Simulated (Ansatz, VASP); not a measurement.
HfS2 in VASP and in Ansatz

The input INCAR:

```
PREC     = Accurate       # precision mode
ENCUT    = 450            # plane-wave cutoff, eV
EDIFF    = 1E-7           # SCF threshold, eV
ISMEAR   = 0              # smearing method
SIGMA    = 0.02           # smearing width, eV
LREAL    = F              # projectors in reciprocal space
LASPH    = T              # aspherical terms in the spheres
NELM     = 120            # most SCF steps
ALGO     = Normal         # electronic algorithm
ISIF     = 2              # what is computed and relaxed
LWAVE    = F              # write WAVECAR
LCHARG   = F              # write CHGCAR
GGA      = PE             # functional
IVDW     = 12             # dispersion correction
IBRION   = 2              # ionic algorithm
NSW      = 60             # ionic steps
EDIFFG   = -0.008         # ionic threshold
GGA_COMPAT= F            
NELMIN   = 4
```

Contents of KPOINTS:

```
Automatic mesh
0
Gamma
  12 12 6
```

File POSCAR:

```
HfS2
1.0
    3.6599507868      0.0000000000      0.0000000000
   -1.8299753934      3.1696103580      0.0000000000
    0.0000000000      0.0000000000      5.8569435649
Hf S
1 2
Direct
    0.0000000000      0.0000000000      0.0000000000
    0.6666666667      0.3333333333      0.7476059866
    0.3333333333      0.6666666667      0.2523940134
```

Input for Ansatz:

```yaml
crystal:
  lattice:
    - [3.6599507868, 0.0, 0.0]
    - [-1.8299753934, 3.169610358, 0.0]
    - [0.0, 0.0, 5.8569435649]
  atoms:
    - { symbol: Hf, position: [0.0, 0.0, 0.0] }
    - { symbol: S, position: [0.6666666667, 0.3333333333, 0.7476059866] }
    - { symbol: S, position: [0.3333333333, 0.6666666667, 0.2523940134] }
basis:
  ecutwfc: 420
kpoints:
  mp_grid: { grid: [12, 12, 6] }
hamiltonian:
  xc: pbe
  dispersion: d3bj
scf:
  occupations: { method: gaussian, width: 0.02 }
output:
  forces: true
  stress: true
  eigenvalues: true
relax:
  adjacent_minimum: "off"
  f_tol: 0.008
  max_steps: 40
```

Change from the starting cell: equal strain along all axes, cell held, atoms relaxed: +1.5 %.

Alike in both runs: task relaxation of the atoms; functional PBE; dispersion D3(BJ); k mesh 12 × 12 × 6; occupations gaussian, width 0.02 eV; no spin polarisation.

|  | VASP | Ansatz |
| --- | --- | --- |
| version | VASP 6.6.1 | Ansatz 0.2.0 |
| potentials or method | VASP PAW PBE potentials, release 64 (Hf_pv, S), cutoff 450 eV | scalar-relativistic, plane waves, PAW |
| valence electrons in the cell | 22 | 38 |

|  | VASP | Ansatz | Ansatz less VASP |
| --- | --- | --- | --- |
| gap on the k mesh at the Fermi level, each at its own relaxed structure (eV) | 1.07 | 1.04 | -0.033 |

VASP's potentials hold 22 valence electrons a cell and Ansatz's 38, so a difference there can come from the potentials and not from the codes. Ansatz's warnings: stress scf threshold loose.

Neither program's run includes spin-orbit coupling.
